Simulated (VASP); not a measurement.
# Na (Im-3m) in VASP: single point with r2SCAN

Aim: the single point of Na with r2SCAN.

Program: VASP 6.6.1. These are calculated values, not measurements. Logs are shortened: lines on timing, memory, paths and dates and some standing lists are left out, and cuts for length are marked.

## Step 1: The cell of the first run

Symmetry: Im-3m, No. 229, cubic system. The conventional cell has a = 4.291 Å, b = 4.291 Å, c = 4.291 Å, α = 90.00°, β = 90.00°, γ = 90.00°. Within 4.9 Å of Na (site symmetry m-3m) lie 14 Na at 3.72 to 4.29 Å.

## Step 2: Single point, r2SCAN

Contents of POSCAR:

```
Na
1.0
   -2.1453000000      2.1453000000      2.1453000000
    2.1453000000     -2.1453000000      2.1453000000
    2.1453000000      2.1453000000     -2.1453000000
Na
1
Direct
    0.0000000000      0.0000000000      0.0000000000
```

Contents of INCAR.step1:

```
SYSTEM = Na
PREC = Accurate
ENCUT = 520
ISMEAR = -1
SIGMA = 0.05
LREAL = .FALSE.
LASPH = .TRUE.
NELM = 100
NBANDS = 10
GGA = PE
ALGO = Normal
EDIFF = 1E-4
LWAVE = .TRUE.
LCHARG = .FALSE.
```

Contents of INCAR.step2:

```
SYSTEM = Na
PREC = Accurate
ENCUT = 520
EDIFF = 1E-6
ISMEAR = -1
SIGMA = 0.05
LREAL = .FALSE.
LASPH = .TRUE.
NELM = 100
ALGO = Normal
ISIF = 2
LWAVE = .FALSE.
LCHARG = .FALSE.
METAGGA = R2SCAN
LMIXTAU = .TRUE.
NBANDS = 10
ISTART = 1
```

Contents of KPOINTS:

```
regular mesh
0
G
  10 10 10
  0 0 0
```

Potentials or basis: VASP PAW PBE potentials, release 64 (Na_pv).

Launch:

```sh
cat potpaw_PBE.64/Na_pv/POTCAR > POTCAR
cp INCAR.step1 INCAR
mpirun -np 1 vasp_std > vasp.out
cp INCAR.step2 INCAR
mpirun -np 1 vasp_std > vasp.out
```

OUTCAR:

```text
SYSTEM = Na
   PREC = Accurate
   ENCUT = 520
   EDIFF = 1E-6
   ISMEAR = -1
   LREAL = .FALSE.
   LASPH = .TRUE.
   NELM = 100
   ISIF = 2
   METAGGA = R2SCAN
   ISTART = 1

 ion  position               nearest neighbor table
   1  0.000  0.000  0.000-

  LATTYP: Found a body centered cubic cell.
 ALAT       =     4.2906000000

  Lattice vectors:

 A1 = (  -2.1453000000,   2.1453000000,   2.1453000000)
 A2 = (   2.1453000000,  -2.1453000000,   2.1453000000)
 A3 = (   2.1453000000,   2.1453000000,  -2.1453000000)

Analysis of symmetry for initial positions (statically):
=====================================================================
 Subroutine PRICEL returns:
 Original cell was already a primitive cell.

 Routine SETGRP: Setting up the symmetry group for a
 body centered cubic supercell.

 Subroutine GETGRP returns: Found 48 space group operations
 (whereof 48 operations were pure point group operations)
 out of a pool of 48 trial point group operations.

The static configuration has the point symmetry O_h .

Analysis of symmetry for dynamics (positions and initial velocities):
=====================================================================
 Subroutine PRICEL returns:
 Original cell was already a primitive cell.

 Routine SETGRP: Setting up the symmetry group for a
 body centered cubic supercell.

 Subroutine GETGRP returns: Found 48 space group operations
 (whereof 48 operations were pure point group operations)
 out of a pool of 48 trial point group operations.

The dynamic configuration has the point symmetry O_h .

 Subroutine INISYM returns: Found 48 space group operations
 (whereof 48 operations are pure point group operations),
 and found     1 'primitive' translations

----------------------------------------------------------------------------------------

                                     Primitive cell

  volume of cell :      39.4934

  direct lattice vectors                    reciprocal lattice vectors
    -2.145300000  2.145300000  2.145300000     0.000000000  0.233067636  0.233067636
     2.145300000 -2.145300000  2.145300000     0.233067636  0.000000000  0.233067636
     2.145300000  2.145300000 -2.145300000     0.233067636  0.233067636  0.000000000

  length of vectors
     3.715768597  3.715768597  3.715768597     0.329607412  0.329607412  0.329607412

  position of ions in fractional coordinates (direct lattice)
     0.000000000  0.000000000  0.000000000

  ion indices of the primitive-cell ions
   primitive index   ion index
                 1           1

----------------------------------------------------------------------------------------

 KPOINTS: regular mesh

Automatic generation of k-mesh.
 Grid dimensions read from file:
 generate k-points for:   10   10   10

 Generating k-lattice:

  Cartesian coordinates                     Fractional coordinates (reciprocal lattice)
     0.000000000  0.023306764  0.023306764     0.100000000  0.000000000  0.000000000
     0.023306764  0.000000000  0.023306764     0.000000000  0.100000000  0.000000000
     0.023306764  0.023306764  0.000000000     0.000000000  0.000000000  0.100000000

  Length of vectors
     0.032960741  0.032960741  0.032960741

  Shift w.r.t. Gamma in fractional coordinates (k-lattice)
     0.000000000  0.000000000  0.000000000

 Subroutine IBZKPT returns following result:
 ===========================================

 Found     47 irreducible k-points:

 Following reciprocal coordinates:
            Coordinates               Weight
  0.000000  0.000000  0.000000      1.000000
  0.100000  0.000000  0.000000     12.000000
  0.200000  0.000000  0.000000     12.000000
  0.300000  0.000000  0.000000     12.000000
  0.400000  0.000000  0.000000     12.000000
  0.500000  0.000000  0.000000      6.000000
[... 16 lines left out ...]
  0.300000  0.300000  0.100000      8.000000
 -0.300000  0.300000  0.100000     24.000000
 [... further k-points ...]
   k-points           NKPTS =     47   k-points in BZ     NKDIM =     47   number of bands    NBANDS=     10
   number of dos      NEDOS =    301   number of ions     NIONS =      1
   total plane-waves  NPLWV =  21952
   dimension x,y,z NGX =    28 NGY =   28 NGZ =   28
   dimension x,y,z NGXF=    56 NGYF=   56 NGZF=   56
   ions per type =               1
   NGX,Y,Z   is equivalent  to a cutoff of  12.53, 12.53, 12.53 a.u.
   NGXF,Y,Z  is equivalent  to a cutoff of  25.05, 25.05, 25.05 a.u.
 SYSTEM =  Na
   PREC   = accura    normal or accurate (medium, high low for compatibility)
   ISTART =      1    job   : 0-new  1-cont  2-samecut
   ICHARG =      0    charge: 1-file 2-atom 10-const
   ISPIN  =      1    spin polarized calculation?
   LNONCOLLINEAR =      F non collinear calculations
   LSORBIT =      F    spin-orbit coupling
   LASPH  =      T    aspherical Exc in radial PAW
   ENCUT  =  520.0 eV  38.22 Ry    6.18 a.u.   6.91  6.91  6.91*2*pi/ulx,y,z
   NELM   =    100;   NELMIN=  2; NELMDL=  0     # of ELM steps
   EDIFF  = 0.1E-05   stopping-criterion for ELM
   LREAL  =      F    real-space projection
   EDIFFG = 0.1E-04   stopping-criterion for IOM
   NSW    =      0    number of steps for IOM
   IBRION =     -1    ionic relax: 0-MD 1-quasi-New 2-CG
   NFREE  =      0    steps in history (QN), initial steepest desc. (CG)
   ISIF   =      2    stress and relaxation
   ISYM   =      2    0-nonsym 1-usesym 2-fastsym
   POTIM  = 0.5000    time-step for ionic-motion
   TEBEG  =    0.0;   TEEND  =   0.0 temperature during run
   PSTRESS=    0.0 pullay stress
   NELECT =       7.0000    total number of electrons
   NUPDOWN=      -1.0000    fix difference up-down
   EMIN   =  10.00;   EMAX   =-10.00  energy-range for DOS
   EFERMI =   0.00;   METHOD = LEGACY
   ISMEAR =    -1;   SIGMA  =   0.05  broadening in eV -4-tet -1-fermi 0-gaus
   EFERMI_NEDOS =   21; number of points for ismear=-14 and -15
   IALGO  =     38    algorithm
   IMIX   =      4    mixing-type and parameters
     AMIX     =   0.40;   BMIX     =  1.00
     AMIX_MAG =   1.60;   BMIX_MAG =  1.00
  volume/ion in A,a.u.               =      39.49       266.51
  Fermi-wavevector in a.u.,A,eV,Ry     =   0.919601  1.737794 11.505987  0.845666
  Thomas-Fermi vector in A             =   2.044813
   LORBIT       =      0    0 simple, 1 ext, 2 COOP (PROOUT), +10 PAW based schemes
   METAGGA = R2SCAN    functional components
   LHFCALC =     F    Hartree Fock is set to
   AEXX    =    0.0000 exact exchange contribution
   IVDW    =     0    specifies the selected vdW correction
   LEPSILON=     F    determine dielectric tensor
   LRPA    =     F    only Hartree local field effects (RPA)
 non-spin polarized calculation
  energy-cutoff  :      520.00
  volume of cell :       39.49
 maximum number of plane-waves:      1080
   NGX = 13   NGY = 13   NGZ = 13

 number of electron       7.0000009 magnetization

 Free energy of the ion-electron system (eV)
  ---------------------------------------------------
  ext. energy  EPLUGINS =         0.00000000
  ---------------------------------------------------
  free energy    TOTEN  =        -3.54937931 eV

  energy without entropy =       -3.54357845  energy(sigma->0) =       -3.54647888

 E-fermi :   0.1569     XC(G=0):  -6.7407

 val. band max:        0.1477241821   @ k =  -0.3000   0.4000   0.2000
 cond. band min:       0.3140254921   @ k =  -0.4000   0.4000   0.2000
 fundamental gap:      0.1663013100
 Fermi energy:         0.1569001595

 k-point     1 :       0.0000    0.0000    0.0000
  band No.  band energies     occupation
      1     -25.8937      2.00000
      2     -25.8937      2.00000
      3     -25.8936      2.00000
      4      -3.1808      2.00000
      5      12.1886      0.00000
      6      12.1886      0.00000
      7      12.1889      0.00000
      8      13.3586      0.00000
      9      13.3586      0.00000
     10      13.9501      0.00000

 k-point     2 :       0.1000    0.0000    0.0000
  band No.  band energies     occupation
      1     -25.8964      2.00000
      2     -25.8945      2.00000
      3     -25.8936      2.00000
      4      -3.0005      2.00000
      5      10.2878      0.00000
      6      11.2685      0.00000
      7      11.6753      0.00000
      8      12.2830      0.00000
      9      12.6942      0.00000
     10      14.4208      0.00000

 k-point     3 :       0.2000    0.0000    0.0000
  band No.  band energies     occupation
      1     -25.9036      2.00000
      2     -25.8970      2.00000
      3     -25.8936      2.00000
      4      -2.4631      2.00000
      5       7.6467      0.00000
      6      10.1264      0.00000
      7      10.8887      0.00000
      8      11.2158      0.00000
      9      12.2304      0.00000
     10      14.6467      0.00000

 k-point     4 :       0.3000    0.0000    0.0000
  band No.  band energies     occupation
      1     -25.9125      2.00000
      2     -25.9000      2.00000
      3     -25.8936      2.00000
      4      -1.5789      2.00000
      5       5.2296      0.00000
      6       9.2732      0.00000
      7      10.2680      0.00000
      8      10.4467      0.00000
      9      11.6259      0.00000
     10      15.4286      0.00000
[... 222 lines left out ...]
 k-point    22 :      -0.2000    0.2000    0.1000
  band No.  band energies     occupation
      1     -25.9036      2.00000
      2     -25.8980      2.00000
      3     -25.8958      2.00000
      4      -2.2851      2.00000
      5       7.7583      0.00000
      6       9.0760      0.00000
      7       9.9619      0.00000
      8      11.7978      0.00000
      9      12.1825      0.00000
     10      13.9521      0.00000

 k-point    23 :       0.3000    0.3000    0.1000
  band No.  band energies     occupation
      1     -25.9116      2.00000
      2     -25.9115      2.00000
      3     -25.8995      2.00000
      4       2.3557      0.00000
      5       2.3559      0.00000
      6       3.5022      0.00000
      7       6.5631      0.00000
      8      15.5975      0.00000
      9      15.5976      0.00000
     10      16.5923      0.00000

 k-point    24 :      -0.3000    0.3000    0.1000
  band No.  band energies     occupation
      1     -25.9122      2.00000
      2     -25.9010      2.00000
      3     -25.8957      2.00000
      4      -1.4036      2.00000
      5       5.3762      0.00000
      6       8.2909      0.00000
      7       9.3461      0.00000
      8      11.5558      0.00000
      9      12.2096      0.00000
     10      13.3395      0.00000

 [... further k-points ...]

------------------------ aborting loop because EDIFF is reached ----------------------------------------

  FORCE on cell =-STRESS in cart. coord.  units (eV):
  Direction    XX          YY          ZZ          XY          YZ          ZX
  --------------------------------------------------------------------------------------
  -------------------------------------------------------------------------------------
  Total       -0.0986415     -0.0986415     -0.0986415      0.0000000     -0.0000000      0.0000000
  in kB       -4.0017164     -4.0017164     -4.0017164      0.0000000     -0.0000000      0.0000000
  external PRESSURE =      -4.0017164 kB  Pullay stress =       0.0000000 kB

 VOLUME and BASIS-vectors are now :
 -----------------------------------------------------------------------------
  energy-cutoff  :      520.00
  volume of cell :       39.49
      direct lattice vectors                 reciprocal lattice vectors
    -2.145300000  2.145300000  2.145300000     0.000000000  0.233067636  0.233067636
     2.145300000 -2.145300000  2.145300000     0.233067636  0.000000000  0.233067636
     2.145300000  2.145300000 -2.145300000     0.233067636  0.233067636  0.000000000

 POSITION                                       TOTAL-FORCE (eV/Angst)
 -----------------------------------------------------------------------------------
      0.00000      0.00000      0.00000         0.000000     -0.000000     -0.000000
 -----------------------------------------------------------------------------------
    total drift:                                0.000000     -0.000000      0.000000

  FREE ENERGIE OF THE ION-ELECTRON SYSTEM (eV)
  ---------------------------------------------------
  free  energy   TOTEN  =        -3.5493793138 eV

  energy  without entropy=       -3.5435784525  energy(sigma->0) =       -3.54647888
```

Run time: 90 s. Hardware: 1 thread of AMD EPYC 7R43 (Zen 3), shared host; peak memory 0.12 GiB.

What came out:

```
Free energy            : -3.5494 eV
Pressure               : -0.4 GPa
Band gap on the k mesh : zero (an odd number of electrons rules out a gap without spin polarisation)
```

Levels at points of the mesh, in eV from the Fermi level:
```csv
k point,band 1,band 2,band 3,band 4,band 5,band 6,band 7,band 8,band 9
"(0.00, 0.00, 0.00)",-26.05,-26.05,-26.05,-3.34,12.03,12.03,12.03,13.20,13.20
"(0.50, 0.00, 0.00)",-26.08,-26.06,-26.05,0.73,1.38,8.42,9.60,9.68,10.86
"(0.50, 0.50, 0.50)",-26.07,-26.07,-26.07,4.62,4.62,5.10,5.10,5.10,8.40
```

Caveat: the PAW data sets were made with another functional, which shifts forces and pressure a little.
